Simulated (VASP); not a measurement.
# Sc (P6_3/mmc) in VASP: a series of runs

Runs on Sc. Level: PBEsol. Tasks: single point.

All numbers are computed with VASP 6.6.1; they aren't measurements. Logs are shortened: lines on timing, memory, paths and dates and some standing lists are left out, and cuts for length are marked.

### Step 1. The cell of the first run

The structure is hexagonal, space group P6_3/mmc (No. 194). The conventional cell has a = 3.309 Å, b = 3.309 Å, c = 5.294 Å, α = 90.00°, β = 90.00°, γ = 120.00°. Sc (site symmetry -6m2) has 12 Sc at 3.26 to 3.31 Å within 4.3 Å.

### Step 2. Single point, PBEsol (strain +0.0050 x Voigt [0, 0, 1, 0, 0, 0])

INCAR reads:

```
PREC     = Accurate       # precision mode
ENCUT    = 520            # plane-wave cutoff, eV
EDIFF    = 1E-7           # SCF threshold, eV
ISMEAR   = 0              # smearing method
SIGMA    = 0.15           # smearing width, eV
LREAL    = F              # projectors in reciprocal space
LASPH    = T              # aspherical terms in the spheres
NELM     = 80             # most SCF steps
ALGO     = Fast           # electronic algorithm
ISIF     = 2              # what is computed and relaxed
LWAVE    = F              # write WAVECAR
LCHARG   = F              # write CHGCAR
GGA      = PS             # functional
NBANDS   = 18             # bands
```

KPOINTS reads:

```
regular mesh
0
Gamma
  18 18 10
```

POSCAR reads:

```
Sc
1.0
    3.3087978973      0.0000000000      0.0000000000
   -1.6543989486      2.8655030350      0.0000000000
    0.0000000000      0.0000000000      5.2943400000
Sc
2
Direct
    0.3333333333      0.6666666667      0.2500000000
    0.6666666667      0.3333333333      0.7500000000
```

Potentials or basis: VASP PAW PBE potentials, release 64 (Sc_sv).

Command:

```
$ cat potpaw_PBE.64/Sc_sv/POTCAR > POTCAR
$ mpirun -np 1 vasp_std > vasp.out
```

OUTCAR:

```text
PREC = Accurate
   ENCUT = 520
   EDIFF = 1E-7
   ISMEAR = 0
   LREAL = F
   LASPH = T
   NELM = 80
   ISIF = 2
   GGA = PS

 ion  position               nearest neighbor table
   1  0.333  0.667  0.250-   2 3.26   2 3.26   2 3.26   2 3.26   2 3.26   2 3.26
   2  0.667  0.333  0.750-   1 3.26   1 3.26   1 3.26   1 3.26   1 3.26   1 3.26

  LATTYP: Found a hexagonal cell.
 ALAT       =     3.3087978973
 C/A-ratio  =     1.6000795952

  Lattice vectors:

 A1 = (   3.3087978973,   0.0000000000,   0.0000000000)
 A2 = (  -1.6543989486,   2.8655030350,   0.0000000000)
 A3 = (   0.0000000000,   0.0000000000,   5.2943400000)

Analysis of symmetry for initial positions (statically):
=====================================================================
 Subroutine PRICEL returns:
 Original cell was already a primitive cell.

 Routine SETGRP: Setting up the symmetry group for a
 hexagonal supercell.

 Subroutine GETGRP returns: Found 24 space group operations
 (whereof 12 operations were pure point group operations)
 out of a pool of 24 trial point group operations.

The static configuration has the point symmetry D_3d.
 The point group associated with its full space group is D_6h.

Analysis of symmetry for dynamics (positions and initial velocities):
=====================================================================
 Subroutine PRICEL returns:
 Original cell was already a primitive cell.

 Routine SETGRP: Setting up the symmetry group for a
 hexagonal supercell.

 Subroutine GETGRP returns: Found 24 space group operations
 (whereof 12 operations were pure point group operations)
 out of a pool of 24 trial point group operations.

The dynamic configuration has the point symmetry D_3d.
 The point group associated with its full space group is D_6h.

 Subroutine INISYM returns: Found 24 space group operations
 (whereof 12 operations are pure point group operations),
 and found     1 'primitive' translations

----------------------------------------------------------------------------------------

                                     Primitive cell

  volume of cell :      50.1976

  direct lattice vectors                    reciprocal lattice vectors
     3.308797897  0.000000000  0.000000000     0.302224563  0.174489433  0.000000000
[... 83 lines left out ...]
   LASPH  =      T    aspherical Exc in radial PAW
   ENCUT  =  520.0 eV  38.22 Ry    6.18 a.u.   6.15  6.15  9.84*2*pi/ulx,y,z
   NELM   =     80;   NELMIN=  2; NELMDL= -5     # of ELM steps
   EDIFF  = 0.1E-06   stopping-criterion for ELM
   LREAL  =      F    real-space projection
   EDIFFG = 0.1E-05   stopping-criterion for IOM
   NSW    =      0    number of steps for IOM
   IBRION =     -1    ionic relax: 0-MD 1-quasi-New 2-CG
   NFREE  =      0    steps in history (QN), initial steepest desc. (CG)
   ISIF   =      2    stress and relaxation
   ISYM   =      2    0-nonsym 1-usesym 2-fastsym
   POTIM  = 0.5000    time-step for ionic-motion
   TEBEG  =    0.0;   TEEND  =   0.0 temperature during run
   PSTRESS=    0.0 pullay stress
   NELECT =      22.0000    total number of electrons
   NUPDOWN=      -1.0000    fix difference up-down
   EMIN   =  10.00;   EMAX   =-10.00  energy-range for DOS
   EFERMI =   0.00;   METHOD = LEGACY
   ISMEAR =     0;   SIGMA  =   0.15  broadening in eV -4-tet -1-fermi 0-gaus
   EFERMI_NEDOS =   21; number of points for ismear=-14 and -15
   IALGO  =     68    algorithm
   IMIX   =      4    mixing-type and parameters
     AMIX     =   0.40;   BMIX     =  1.00
     AMIX_MAG =   1.60;   BMIX_MAG =  1.00
  volume/ion in A,a.u.               =      25.10       169.38
  Fermi-wavevector in a.u.,A,eV,Ry     =   1.243526  2.349923 21.039451  1.546356
  Thomas-Fermi vector in A             =   2.377833
   LORBIT       =      0    0 simple, 1 ext, 2 COOP (PROOUT), +10 PAW based schemes
   GGA     = PS    functional components
   LHFCALC =     F    Hartree Fock is set to
   AEXX    =    0.0000 exact exchange contribution
   IVDW    =     0    specifies the selected vdW correction
   LEPSILON=     F    determine dielectric tensor
   LRPA    =     F    only Hartree local field effects (RPA)
 non-spin polarized calculation
 RMM-DIIS sequential band-by-band and
 Gauss-broadening in eV      SIGMA  =   0.15
  energy-cutoff  :      520.00
  volume of cell :       50.20
 maximum number of plane-waves:      1387
 NGX is ok and might be reduce to    28
   NGX = 13   NGY = 13   NGZ = 19

 number of electron      22.0000002 magnetization

 Free energy of the ion-electron system (eV)
  ---------------------------------------------------
  ext. energy  EPLUGINS =         0.00000000
  ---------------------------------------------------
  free energy    TOTEN  =       -13.20058516 eV

  energy without entropy =      -13.15120882  energy(sigma->0) =      -13.17589699

 E-fermi :   3.4745     XC(G=0):  -9.9165

 val. band max:        3.4697628368   @ k =   0.1111   0.1111   0.2000
 cond. band min:       3.4770106553   @ k =   0.4444   0.1111   0.4000
 fundamental gap:      0.0072478186
 Fermi energy:         3.4744725980

 k-point     1 :       0.0000    0.0000    0.0000
  band No.  band energies     occupation
      1     -45.7824      2.00000
      2     -45.7219      2.00000
      3     -24.6756      2.00000
      4     -24.3519      2.00000
      5     -24.3519      2.00000
      6     -24.2964      2.00000
[... 481 lines left out ...]
      5     -24.5054      2.00000
      6     -24.4472      2.00000
[... 10 lines left out ...]
     17       7.2465      0.00000
     18       7.5070      0.00000

 [... further k-points ...]

------------------------ aborting loop because EDIFF is reached ----------------------------------------

  FORCE on cell =-STRESS in cart. coord.  units (eV):
  Direction    XX          YY          ZZ          XY          YZ          ZX
  --------------------------------------------------------------------------------------
  -------------------------------------------------------------------------------------
  Total       -0.7342232     -0.7342232     -1.3350247     -0.0000000      0.0000000      0.0000000
  in kB      -23.4345021    -23.4345021    -42.6105310     -0.0000000      0.0000000      0.0000000
  external PRESSURE =     -29.8265117 kB  Pullay stress =       0.0000000 kB

 VOLUME and BASIS-vectors are now :
 -----------------------------------------------------------------------------
  energy-cutoff  :      520.00
  volume of cell :       50.20
      direct lattice vectors                 reciprocal lattice vectors
     3.308797897  0.000000000  0.000000000     0.302224563  0.174489433  0.000000000
    -1.654398949  2.865503035  0.000000000     0.000000000  0.348978866  0.000000000
     0.000000000  0.000000000  5.294340000     0.000000000  0.000000000  0.188880956

 POSITION                                       TOTAL-FORCE (eV/Angst)
 -----------------------------------------------------------------------------------
     -0.00000      1.91034      1.32359         0.000000      0.000000      0.000000
      1.65440      0.95517      3.97076        -0.000000     -0.000000      0.000000
 -----------------------------------------------------------------------------------
    total drift:                                0.000000     -0.000000      0.000000

  FREE ENERGIE OF THE ION-ELECTRON SYSTEM (eV)
  ---------------------------------------------------
  free  energy   TOTEN  =       -13.2005851580 eV

  energy  without entropy=      -13.1512088168  energy(sigma->0) =      -13.17589699
```

Wall time 2.8 min (1 thread of AMD EPYC 9R45 (Zen 5), shared host); peak memory 0.27 GiB.

What came out:

- Free energy: -13.2006 eV
- Pressure: -3.0 GPa
- Band gap on the k mesh: zero (bands 11 and 12 overlap by 1.32 eV)

Caveat: the cell differs from its parent crystal (strain +0.0050 x Voigt [0, 0, 1, 0, 0, 0]); the PAW data sets were made with another functional, which shifts forces and pressure a little.

### Step 3. Single point, PBEsol (strain +0.0175 x Voigt [0, 0, 1, 0, 0, 0])

INCAR reads:

```
PREC     = Accurate       # precision mode
ENCUT    = 520            # plane-wave cutoff, eV
EDIFF    = 1E-6           # SCF threshold, eV
ISMEAR   = 0              # smearing method
SIGMA    = 0.15           # smearing width, eV
LREAL    = False          # projectors in reciprocal space
LASPH    = True           # aspherical terms in the spheres
NELM     = 60             # most SCF steps
ALGO     = Fast           # electronic algorithm
ISIF     = 2              # what is computed and relaxed
LWAVE    = False          # write WAVECAR
LCHARG   = False          # write CHGCAR
GGA      = PS             # functional
NBANDS   = 18             # bands
```

KPOINTS is that of step 2.

POSCAR, as its differences from that of step 2:

```diff
@@ -4,3 +4,3 @@
    -1.6543989486      2.8655030350      0.0000000000
-    0.0000000000      0.0000000000      5.2943400000
+    0.0000000000      0.0000000000      5.3601900000
 Sc
```

Potentials or basis: VASP PAW PBE potentials, release 64 (Sc_sv).

Command:

```
$ cat potpaw_PBE.64/Sc_sv/POTCAR > POTCAR
$ mpirun -np 1 vasp_std > vasp.out
```

It took 2.4 min on 1 thread of AMD EPYC 9R45 (Zen 5), shared host; peak memory 0.26 GiB.

It converged, with:

| Property | Result |
| --- | --- |
| Free energy | -13.1823 eV |
| Pressure | -3.5 GPa |
| Band gap on the k mesh | zero (bands 11 and 12 overlap by 1.25 eV) |

Stress tensor (GPa, compression positive):
```
-2.62  0.00  0.00
 0.00 -2.62  0.00
 0.00  0.00 -5.26
```

Levels at points of the mesh, in eV from the Fermi level:
```csv
k point,band 8,band 9,band 10,band 11,band 12,band 13,band 14,band 15
"(0.00, 0.00, 0.00)",-27.80,-5.09,-1.69,0.29,1.58,1.58,1.59,1.95
"(0.50, 0.00, 0.00)",-27.86,-1.57,-1.02,-0.68,-0.26,1.13,1.44,1.66
"(0.00, 0.00, 0.50)",-27.84,-3.65,-3.65,0.81,0.81,1.54,1.54,1.54
"(0.50, 0.00, 0.50)",-27.90,-1.44,-1.44,0.02,0.02,1.20,1.20,2.38
```

Caveat: the cell differs from its parent crystal (strain +0.0175 x Voigt [0, 0, 1, 0, 0, 0]); the cell stands under tension; the PAW data sets were made with another functional, which shifts forces and pressure a little.
